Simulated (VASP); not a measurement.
# HfO2 (P-3m1) in VASP: further runs, part 2 of 2

VASP 6.6.1. The steps go on from the part before.

### 5 Single point, PBE

This run uses another cell than the first one, of 17.10 Å³/atom.

INCAR

```
ALGO = Normal ; EDIFF = 1E-7
ENCUT = 520 ; GGA = PE
ISIF = 2 ; ISMEAR = -4
LASPH = True ; LCHARG = False
LREAL = False ; LWAVE = False
NBANDS = 18 ; NELM = 80
PREC = Accurate ; SIGMA = 0.1
```

KPOINTS

```
k-points
0
Gamma
  12 12 6
```

POSCAR

```
HfO2
1.0
    3.2522111955      0.0000000000      0.0000000000
   -1.6261055978      2.8164975138      0.0000000000
    0.0000000000      0.0000000000      5.6017024625
Hf O
1 2
Direct
    0.0000000000      0.0000000000      0.0000000000
    0.3333333333      0.6666666667      0.1731211689
    0.6666666667      0.3333333333      0.8268788311
```

Potentials or basis: VASP PAW PBE potentials, release 64 (Hf_pv, O).

Command:

```console
$ cat potpaw_PBE.64/Hf_pv/POTCAR potpaw_PBE.64/O/POTCAR > POTCAR
$ mpirun -np 1 vasp_std > vasp.out
```

OUTCAR:

```text
EDIFF = 1E-7
   ENCUT = 520
   GGA = PE
   ISIF = 2
   ISMEAR = -4
   LASPH = True
   LREAL = False
   NELM = 80
   PREC = Accurate

 ion  position               nearest neighbor table
   1  0.000  0.000  0.000-   2 2.11   3 2.11   3 2.11   2 2.11   3 2.11   2 2.11
   2  0.333  0.667  0.173-   1 2.11   1 2.11   1 2.11
   3  0.667  0.333  0.827-   1 2.11   1 2.11   1 2.11

  LATTYP: Found a hexagonal cell.
 ALAT       =     3.2522111955
 C/A-ratio  =     1.7224288725

  Lattice vectors:

 A1 = (   3.2522111955,   0.0000000000,   0.0000000000)
 A2 = (  -1.6261055978,   2.8164975138,   0.0000000000)
 A3 = (   0.0000000000,   0.0000000000,   5.6017024625)

Analysis of symmetry for initial positions (statically):
=====================================================================
 Subroutine PRICEL returns:
 Original cell was already a primitive cell.

 Routine SETGRP: Setting up the symmetry group for a
 hexagonal supercell.

 Subroutine GETGRP returns: Found 12 space group operations
 (whereof 12 operations were pure point group operations)
 out of a pool of 24 trial point group operations.

The static configuration has the point symmetry D_3d.

Analysis of symmetry for dynamics (positions and initial velocities):
=====================================================================
 Subroutine PRICEL returns:
 Original cell was already a primitive cell.

 Routine SETGRP: Setting up the symmetry group for a
 hexagonal supercell.

 Subroutine GETGRP returns: Found 12 space group operations
 (whereof 12 operations were pure point group operations)
 out of a pool of 24 trial point group operations.

The dynamic configuration has the point symmetry D_3d.

 Subroutine INISYM returns: Found 12 space group operations
 (whereof 12 operations are pure point group operations),
 and found     1 'primitive' translations

----------------------------------------------------------------------------------------

[... 116 lines left out ...]
     AMIX_MAG =   1.60;   BMIX_MAG =  1.00
  volume/ion in A,a.u.               =      17.10       115.42
  Fermi-wavevector in a.u.,A,eV,Ry     =   1.234468  2.332805 20.734056  1.523910
  Thomas-Fermi vector in A             =   2.369156
   LORBIT       =      0    0 simple, 1 ext, 2 COOP (PROOUT), +10 PAW based schemes
   GGA     = PE    functional components
   LHFCALC =     F    Hartree Fock is set to
   AEXX    =    0.0000 exact exchange contribution
   IVDW    =     0    specifies the selected vdW correction
   LEPSILON=     F    determine dielectric tensor
   LRPA    =     F    only Hartree local field effects (RPA)
 non-spin polarized calculation
 Fermi weights with tetrahedron method witout Bloechl corrections
  energy-cutoff  :      520.00
  volume of cell :       51.31
 maximum number of plane-waves:      1406
   NGX = 13   NGY = 13   NGZ = 21

 number of electron      22.0000012 magnetization

 Free energy of the ion-electron system (eV)
  ---------------------------------------------------
  ext. energy  EPLUGINS =         0.00000000
  ---------------------------------------------------
  free energy    TOTEN  =       -29.83712743 eV

  energy without entropy =      -29.83712743  energy(sigma->0) =      -29.83712743

 E-fermi :  -0.6940     XC(G=0):  -8.8184

 val. band max:       -0.7189716506   @ k =   0.1667   0.1667   0.0000
 cond. band min:       4.0487702016   @ k =   0.5000   0.0000   0.0000
 fundamental gap:      4.7677418522
 Fermi energy:        -0.6940439959

 k-point     1 :       0.0000    0.0000    0.0000
  band No.  band energies     occupation
      1     -29.8654      2.00000
      2     -29.4026      2.00000
      3     -29.4026      2.00000
      4     -17.8060      2.00000
      5     -15.9563      2.00000
      6      -4.2877      2.00000
[... 481 lines left out ...]
      5     -16.1983      2.00000
      6      -4.1673      2.00000
[... 10 lines left out ...]
     17       9.8948      0.00000
     18      10.4854      0.00000

 [... further k-points ...]

------------------------ aborting loop because EDIFF is reached ----------------------------------------

  FORCE on cell =-STRESS in cart. coord.  units (eV):
  Direction    XX          YY          ZZ          XY          YZ          ZX
  --------------------------------------------------------------------------------------
  -------------------------------------------------------------------------------------
  Total       -0.7658358     -0.7658358     -0.4144597      0.0000000      0.0000000      0.0000000
  in kB      -23.9132208    -23.9132208    -12.9415045      0.0000000      0.0000000      0.0000000
  external PRESSURE =     -20.2559820 kB  Pullay stress =       0.0000000 kB

 VOLUME and BASIS-vectors are now :
 -----------------------------------------------------------------------------
  energy-cutoff  :      520.00
  volume of cell :       51.31
      direct lattice vectors                 reciprocal lattice vectors
     3.252211196  0.000000000  0.000000000     0.307483106  0.177525454  0.000000000
    -1.626105598  2.816497514  0.000000000     0.000000000  0.355050908  0.000000000
     0.000000000  0.000000000  5.601702462     0.000000000  0.000000000  0.178517157

 POSITION                                       TOTAL-FORCE (eV/Angst)
 -----------------------------------------------------------------------------------
      0.00000      0.00000      0.00000        -0.000000     -0.000000      0.000000
     -0.00000      1.87767      0.96977         0.000000     -0.000000     -0.197913
      1.62611      0.93883      4.63193         0.000000      0.000000      0.197913
 -----------------------------------------------------------------------------------
    total drift:                                0.000000     -0.000000      0.000000

  FREE ENERGIE OF THE ION-ELECTRON SYSTEM (eV)
  ---------------------------------------------------
  free  energy   TOTEN  =       -29.8371274295 eV

  energy  without entropy=      -29.8371274295  energy(sigma->0) =      -29.83712743
```

It took 1.8 min on 1 thread of AMD EPYC 7R13, shared host; peak memory 0.2 GiB.

What came out:

```yaml
Free_energy: -29.8371 eV
Pressure: -2.0 GPa
Largest_force: 0.198 eV/Å
Band_gap_on_the_k_mesh: 4.77 eV (least direct gap 5.01 eV)
```

Forces in eV/Å, atoms in the order of the input:
```
Hf   0.000  0.000  0.000
O    0.000  0.000 -0.198
O    0.000  0.000  0.198
```

Levels at points of the mesh, in eV from the valence-band top:
```csv
k point,band 9,band 10,band 11,band 12,band 13,band 14
"(0.00, 0.00, 0.00)",-0.44,-0.28,-0.28,5.09,5.09,5.20
"(0.50, 0.00, 0.00)",-1.31,-1.02,-0.51,4.77,5.92,7.06
"(0.00, 0.00, 0.50)",-0.86,-0.29,-0.29,5.08,5.08,5.87
"(0.50, 0.00, 0.50)",-1.25,-1.00,-0.36,4.84,6.04,7.05
```

Caveat: spin-orbit coupling is left out, which moves the levels of the heavy elements.

### 6 Single point, PBE+D3(BJ)

This run uses another cell than the first one, of 17.10 Å³/atom.

INCAR

```
SYSTEM = HfO2
ALGO = Normal
EDIFF = 1E-6
ENCUT = 520
GGA = PE
ISIF = 2
ISMEAR = 0
IVDW = 12
LASPH = .True.
LCHARG = .False.
LREAL = .False.
LWAVE = .False.
NBANDS = 18
NELM = 80
PREC = Accurate
SIGMA = 0.05
```

KPOINTS

```
k-points
0
Gamma
  12 12 6
  0 0 0
```

POSCAR is that of step 5.

Potentials or basis: VASP PAW PBE potentials, release 64 (Hf_pv, O).

Command:

```console
$ cat potpaw_PBE.64/Hf_pv/POTCAR potpaw_PBE.64/O/POTCAR > POTCAR
$ mpirun -np 1 vasp_std > vasp.out
```

Run time: 95 s. Hardware: 1 thread of AMD EPYC 7R13, shared host; peak memory 0.21 GiB.

It converged, with:

* Free energy: -30.2757 eV
* Pressure: -3.5 GPa
* Largest force: 0.198 eV/Å
* Band gap on the k mesh: 4.77 eV (least direct gap 5.01 eV)
* Dispersion energy per atom: -0.146 eV

Forces on the atoms (eV/Å):
```
Hf   0.000  0.000  0.000
O    0.000  0.000 -0.198
O    0.000  0.000  0.198
```

Stress tensor (GPa, compression positive):
```
-3.87  0.00  0.00
 0.00 -3.87  0.00
 0.00  0.00 -2.72
```

Levels at points of the mesh, in eV from the valence-band top:
```
           k point  band 7  band 8  band 9  band 10  band 11  band 12  band 13  band 14  band 15  band 16
(0.00, 0.00, 0.00)   -3.57   -3.31   -0.44    -0.28    -0.28     5.09     5.09     5.20     7.58    10.05
(0.50, 0.00, 0.00)   -2.52   -1.78   -1.31    -1.02    -0.51     4.77     5.92     7.06     9.72    10.43
(0.00, 0.00, 0.50)   -3.57   -3.08   -0.86    -0.29    -0.29     5.08     5.08     5.87     7.73     8.59
(0.50, 0.00, 0.50)   -2.53   -1.87   -1.25    -1.00    -0.36     4.84     6.04     7.05     9.52    10.28
```

Caveat: the cell stands under tension; spin-orbit coupling is left out, which moves the levels of the heavy elements. A k mesh can miss the band edges.

### 7 Overview

| level | cell | smearing | gap on the mesh (eV) | pressure (GPa) | largest force (eV/Å) |
| --- | --- | --- | --- | --- | --- |
| PBE | a = 3.252, b = 3.252, c = 5.490 Å, angles 90.0, 90.0, 120.0°, 3 atoms | gaussian 0.05 eV | 4.82 | -0.3 | 0.13 |
| PBE | a = 3.252, b = 3.252, c = 5.602 Å, angles 90.0, 90.0, 120.0°, 3 atoms | gaussian 0.05 eV | 4.77 | -2.0 | 0.20 |
| PBE | a = 3.252, b = 3.252, c = 5.602 Å, angles 90.0, 90.0, 120.0°, 3 atoms | tetrahedron | 4.77 | -2.0 | 0.20 |
| PBE+D3(BJ) | a = 3.252, b = 3.252, c = 5.602 Å, angles 90.0, 90.0, 120.0°, 3 atoms | gaussian 0.05 eV | 4.77 | -3.5 | 0.20 |

Alike in all rows: task single point; potentials or basis VASP PAW PBE potentials, release 64 (Hf_pv, O); no spin polarisation; k mesh 12 × 12 × 6; cutoff (eV) 520.

Caveats: spin-orbit coupling is left out, which moves the levels of the heavy elements; the cell stands under tension (at least some runs).

Absolute energies hang on the potentials; compare differences alone.
